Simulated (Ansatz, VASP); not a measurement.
# La in VASP and in Ansatz

```
CELL_PARAMETERS angstrom
0.00000 2.46391 2.46391
2.46391 0.00000 2.46391
2.46391 2.46391 0.00000
ATOMIC_POSITIONS crystal
La 0.00000 0.00000 0.00000
```

Alike in both runs: task single point; functional PBEsol; k mesh 12 × 12 × 12; occupations fermi-dirac, width 0.1 eV; no spin polarisation.

```csv
,VASP,Ansatz
version,VASP 6.6.1,Ansatz 0.2.0
potentials or method,"VASP PAW PBE potentials, release 64 (La), cutoff 520 eV","plane waves (420 eV) with PAW, scalar-relativistic"
valence electrons in the cell,11,11
```

|  | VASP | Ansatz | Ansatz less VASP |
| --- | --- | --- | --- |
| pressure (GPa) | 4.2 | 4.1 | -0.13 |

VASP's potentials were made for PBE, not for PBEsol, and Ansatz warns of the same on its side. With one functional, cell and mesh, what is left measures potentials, basis and numerics.

Spin-orbit coupling is off throughout.
